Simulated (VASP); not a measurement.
# Pt (Im-3m) in VASP: further runs

Aim: see how the results for Pt move with the level of theory and the settings. Levels: LDA, BLYP. Tasks: single point, relaxation of cell and atoms.

Everything below comes from runs of VASP 6.6.1. Logs are shortened: lines on timing, memory, paths and dates and some standing lists are left out, and cuts for length are marked.

### Step 1. The cell of the first run

The structure is cubic, space group Im-3m (No. 229). Conventional cell: a = 3.168 Å, b = 3.168 Å, c = 3.168 Å, α = 90.00°, β = 90.00°, γ = 90.00°. Pt (site symmetry m-3m) has 14 Pt at 2.74 to 3.17 Å within 3.6 Å.

This isn't the form of Pt at room conditions, which is fcc.

### Step 2. Single point, LDA

The input, INCAR:

```
ALGO     = Normal         # electronic algorithm
EDIFF    = 1E-6           # SCF threshold, eV
ENCUT    = 570            # plane-wave cutoff, eV
GGA_COMPAT= F            
ISIF     = 2              # what is computed and relaxed
ISMEAR   = -1             # smearing method
LASPH    = T              # aspherical terms in the spheres
LCHARG   = F              # write CHGCAR
LREAL    = F              # projectors in reciprocal space
LWAVE    = F              # write WAVECAR
NBANDS   = 15             # bands
NELM     = 120            # most SCF steps
PREC     = Accurate       # precision mode
SIGMA    = 0.1            # smearing width, eV
```

The input, KPOINTS:

```
k-points
0
Gamma
  10 10 10
```

The input, POSCAR:

```
Pt
1.0
   -1.5842200000      1.5842200000      1.5842200000
    1.5842200000     -1.5842200000      1.5842200000
    1.5842200000      1.5842200000     -1.5842200000
Pt
1
Direct
    0.0000000000      0.0000000000      0.0000000000
```

Potentials or basis: VASP PAW LDA potentials, release 64 (Pt_sv_GW).

Started as:

```console
> cat potpaw_LDA.64/Pt_sv_GW/POTCAR > POTCAR
> mpirun -np 1 vasp_std > vasp.out
```

OUTCAR:

```text
EDIFF = 1E-6
   ENCUT = 570
   ISIF = 2
   ISMEAR = -1
   LASPH = T
   LREAL = F
   NELM = 120
   PREC = Accurate

 ion  position               nearest neighbor table
   1  0.000  0.000  0.000-

  LATTYP: Found a body centered cubic cell.
 ALAT       =     3.1684400000

  Lattice vectors:

 A1 = (  -1.5842200000,   1.5842200000,   1.5842200000)
 A2 = (   1.5842200000,  -1.5842200000,   1.5842200000)
 A3 = (   1.5842200000,   1.5842200000,  -1.5842200000)

Analysis of symmetry for initial positions (statically):
=====================================================================
 Subroutine PRICEL returns:
 Original cell was already a primitive cell.

 Routine SETGRP: Setting up the symmetry group for a
 body centered cubic supercell.

 Subroutine GETGRP returns: Found 48 space group operations
 (whereof 48 operations were pure point group operations)
 out of a pool of 48 trial point group operations.

The static configuration has the point symmetry O_h .

Analysis of symmetry for dynamics (positions and initial velocities):
=====================================================================
 Subroutine PRICEL returns:
 Original cell was already a primitive cell.

 Routine SETGRP: Setting up the symmetry group for a
 body centered cubic supercell.

 Subroutine GETGRP returns: Found 48 space group operations
 (whereof 48 operations were pure point group operations)
 out of a pool of 48 trial point group operations.

The dynamic configuration has the point symmetry O_h .

 Subroutine INISYM returns: Found 48 space group operations
 (whereof 48 operations are pure point group operations),
 and found     1 'primitive' translations

----------------------------------------------------------------------------------------

                                     Primitive cell

  volume of cell :      15.9040

  direct lattice vectors                    reciprocal lattice vectors
    -1.584220000  1.584220000  1.584220000     0.000000000  0.315612731  0.315612731
     1.584220000 -1.584220000  1.584220000     0.315612731  0.000000000  0.315612731
     1.584220000  1.584220000 -1.584220000     0.315612731  0.315612731  0.000000000

  length of vectors
     2.743949530  2.743949530  2.743949530     0.446343804  0.446343804  0.446343804

  position of ions in fractional coordinates (direct lattice)
     0.000000000  0.000000000  0.000000000

  ion indices of the primitive-cell ions
   primitive index   ion index
                 1           1

----------------------------------------------------------------------------------------

 KPOINTS: k-points

Automatic generation of k-mesh.
 Grid dimensions read from file:
 generate k-points for:   10   10   10

 Generating k-lattice:

  Cartesian coordinates                     Fractional coordinates (reciprocal lattice)
     0.000000000  0.031561273  0.031561273     0.100000000  0.000000000  0.000000000
     0.031561273  0.000000000  0.031561273     0.000000000  0.100000000  0.000000000
     0.031561273  0.031561273  0.000000000     0.000000000  0.000000000  0.100000000

  Length of vectors
     0.044634380  0.044634380  0.044634380

  Shift w.r.t. Gamma in fractional coordinates (k-lattice)
     0.000000000  0.000000000  0.000000000

 Subroutine IBZKPT returns following result:
 ===========================================

 Found     47 irreducible k-points:

 Following reciprocal coordinates:
            Coordinates               Weight
  0.000000  0.000000  0.000000      1.000000
  0.100000  0.000000  0.000000     12.000000
  0.200000  0.000000  0.000000     12.000000
  0.300000  0.000000  0.000000     12.000000
  0.400000  0.000000  0.000000     12.000000
  0.500000  0.000000  0.000000      6.000000
[... 16 lines left out ...]
  0.300000  0.300000  0.100000      8.000000
 -0.300000  0.300000  0.100000     24.000000
 [... further k-points ...]
   k-points           NKPTS =     47   k-points in BZ     NKDIM =     47   number of bands    NBANDS=     15
   number of dos      NEDOS =    301   number of ions     NIONS =      1
   total plane-waves  NPLWV =  13824
   dimension x,y,z NGX =    24 NGY =   24 NGZ =   24
   dimension x,y,z NGXF=    48 NGYF=   48 NGZF=   48
   ions per type =               1
   NGX,Y,Z   is equivalent  to a cutoff of  14.54, 14.54, 14.54 a.u.
   NGXF,Y,Z  is equivalent  to a cutoff of  29.08, 29.08, 29.08 a.u.
 SYSTEM =  unknown system
   PREC   = accura    normal or accurate (medium, high low for compatibility)
   ISTART =      0    job   : 0-new  1-cont  2-samecut
   ICHARG =      2    charge: 1-file 2-atom 10-const
   ISPIN  =      1    spin polarized calculation?
   LNONCOLLINEAR =      F non collinear calculations
   LSORBIT =      F    spin-orbit coupling
   LASPH  =      T    aspherical Exc in radial PAW
   ENCUT  =  570.0 eV  41.89 Ry    6.47 a.u.   5.34  5.34  5.34*2*pi/ulx,y,z
   NELM   =    120;   NELMIN=  2; NELMDL= -5     # of ELM steps
   EDIFF  = 0.1E-05   stopping-criterion for ELM
   LREAL  =      F    real-space projection
   EDIFFG = 0.1E-04   stopping-criterion for IOM
   NSW    =      0    number of steps for IOM
   IBRION =     -1    ionic relax: 0-MD 1-quasi-New 2-CG
   NFREE  =      0    steps in history (QN), initial steepest desc. (CG)
   ISIF   =      2    stress and relaxation
   ISYM   =      2    0-nonsym 1-usesym 2-fastsym
   POTIM  = 0.5000    time-step for ionic-motion
   TEBEG  =    0.0;   TEEND  =   0.0 temperature during run
   PSTRESS=    0.0 pullay stress
   NELECT =      18.0000    total number of electrons
   NUPDOWN=      -1.0000    fix difference up-down
   EMIN   =  10.00;   EMAX   =-10.00  energy-range for DOS
   EFERMI =   0.00;   METHOD = LEGACY
   ISMEAR =    -1;   SIGMA  =   0.10  broadening in eV -4-tet -1-fermi 0-gaus
   EFERMI_NEDOS =   21; number of points for ismear=-14 and -15
   IALGO  =     38    algorithm
   IMIX   =      4    mixing-type and parameters
     AMIX     =   0.40;   BMIX     =  1.00
     AMIX_MAG =   1.60;   BMIX_MAG =  1.00
  volume/ion in A,a.u.               =      15.90       107.33
  Fermi-wavevector in a.u.,A,eV,Ry     =   1.706070  3.224005 39.602135  2.910675
  Thomas-Fermi vector in A             =   2.785174
   LORBIT       =      0    0 simple, 1 ext, 2 COOP (PROOUT), +10 PAW based schemes
   GGA     = CA    functional components
   LHFCALC =     F    Hartree Fock is set to
   AEXX    =    0.0000 exact exchange contribution
   IVDW    =     0    specifies the selected vdW correction
   LEPSILON=     F    determine dielectric tensor
   LRPA    =     F    only Hartree local field effects (RPA)
 non-spin polarized calculation
  energy-cutoff  :      570.00
  volume of cell :       15.90
 maximum number of plane-waves:       531
 NGX is ok and might be reduce to    24
   NGX = 11   NGY = 11   NGZ = 11

 number of electron      18.0000001 magnetization

 Free energy of the ion-electron system (eV)
  ---------------------------------------------------
  ext. energy  EPLUGINS =         0.00000000
  ---------------------------------------------------
  free energy    TOTEN  =        -7.18317840 eV

  energy without entropy =       -7.15327250  energy(sigma->0) =       -7.16822545

 E-fermi :   9.4158     XC(G=0): -14.0267

 val. band max:        9.3650963342   @ k =  -0.4000   0.4000   0.4000
 cond. band min:       9.4479802167   @ k =  -0.3000   0.3000   0.2000
 fundamental gap:      0.0828838824
 Fermi energy:         9.4158017789

 k-point     1 :       0.0000    0.0000    0.0000
  band No.  band energies     occupation
      1     -88.5158      2.00000
      2     -42.7237      2.00000
      3     -42.7237      2.00000
      4     -42.7237      2.00000
      5      -0.0954      2.00000
      6       5.8639      2.00000
      7       5.8639      2.00000
      8       5.8639      2.00000
      9       8.3658      1.99994
     10       8.3658      1.99994
     11      26.4188      0.00000
     12      26.4188      0.00000
     13      26.4188      0.00000
     14      36.4411      0.00000
     15      36.4445      0.00000

 k-point     2 :       0.1000    0.0000    0.0000
  band No.  band energies     occupation
      1     -88.5115      2.00000
      2     -42.7618      2.00000
      3     -42.7365      2.00000
      4     -42.7224      2.00000
      5       0.3055      2.00000
      6       5.7114      2.00000
      7       5.8615      2.00000
      8       6.1838      2.00000
      9       8.1815      1.99999
     10       8.3772      1.99994
     11      26.5631      0.00000
     12      26.6568      0.00000
     13      27.0034      0.00000
     14      33.1133      0.00000
     15      33.4620      0.00000

 k-point     3 :       0.2000    0.0000    0.0000
  band No.  band energies     occupation
      1     -88.5041      2.00000
      2     -42.8631      2.00000
      3     -42.7719      2.00000
      4     -42.7219      2.00000
      5       1.3757      2.00000
      6       5.3339      2.00000
      7       5.8394      2.00000
      8       7.0938      2.00000
      9       7.9394      2.00000
     10       8.4245      1.99990
     11      25.5192      0.00000
     12      26.1151      0.00000
     13      28.6282      0.00000
     14      31.5247      0.00000
     15      31.9135      0.00000
[... 343 lines left out ...]
 k-point    23 :       0.3000    0.3000    0.1000
  band No.  band energies     occupation
      1     -88.4839      2.00000
      2     -42.9754      2.00000
      3     -42.9754      2.00000
      4     -42.8061      2.00000
      5       4.1902      2.00000
      6       5.4866      2.00000
      7       5.4866      2.00000
      8       8.6578      1.99898
      9       8.6578      1.99898
     10      14.4214      0.00000
     11      17.3480      0.00000
     12      17.3480      0.00000
     13      22.6878      0.00000
     14      33.6497      0.00000
     15      33.6497      0.00000

 k-point    24 :      -0.3000    0.3000    0.1000
  band No.  band energies     occupation
      1     -88.4928      2.00000
      2     -42.9815      2.00000
      3     -42.8307      2.00000
      4     -42.7526      2.00000
      5       2.8654      2.00000
      6       5.2244      2.00000
      7       5.9949      2.00000
      8       7.5267      2.00000
      9       8.3344      1.99996
     10       8.9177      1.98636
     11      21.8337      0.00000
     12      24.9979      0.00000
     13      27.7285      0.00000
     14      31.1733      0.00000
     15      32.3537      0.00000

 [... further k-points ...]

------------------------ aborting loop because EDIFF is reached ----------------------------------------

  FORCE on cell =-STRESS in cart. coord.  units (eV):
  Direction    XX          YY          ZZ          XY          YZ          ZX
  --------------------------------------------------------------------------------------
  -------------------------------------------------------------------------------------
  Total       -1.5947031     -1.5947031     -1.5947031     -0.0000000     -0.0000000     -0.0000000
  in kB     -160.6511925   -160.6511925   -160.6511925     -0.0000000     -0.0000000     -0.0000000
  external PRESSURE =    -160.6511925 kB  Pullay stress =       0.0000000 kB

 VOLUME and BASIS-vectors are now :
 -----------------------------------------------------------------------------
  energy-cutoff  :      570.00
  volume of cell :       15.90
      direct lattice vectors                 reciprocal lattice vectors
    -1.584220000  1.584220000  1.584220000     0.000000000  0.315612731  0.315612731
     1.584220000 -1.584220000  1.584220000     0.315612731  0.000000000  0.315612731
     1.584220000  1.584220000 -1.584220000     0.315612731  0.315612731  0.000000000

 POSITION                                       TOTAL-FORCE (eV/Angst)
 -----------------------------------------------------------------------------------
      0.00000      0.00000      0.00000         0.000000     -0.000000      0.000000
 -----------------------------------------------------------------------------------
    total drift:                                0.000000      0.000000      0.000000

  FREE ENERGIE OF THE ION-ELECTRON SYSTEM (eV)
  ---------------------------------------------------
  free  energy   TOTEN  =        -7.1831784013 eV

  energy  without entropy=       -7.1532724997  energy(sigma->0) =       -7.16822545
```

It took 12 s on 1 thread of AMD EPYC 7R13 (Zen 3), shared host; peak memory 0.11 GiB.

What came out:

```yaml
Free_energy: -7.1832 eV
Pressure: -16.1 GPa
Band_gap_on_the_k_mesh: zero (bands 9 and 10 overlap by 2.06 eV)
```

Caveat: the cell stands under tension; spin-orbit coupling is left out, which moves the levels of the heavy elements.

(Part 1 of 2 ends here.)

The gap in the log of VASP goes by the Fermi energy; the results here count the filled bands.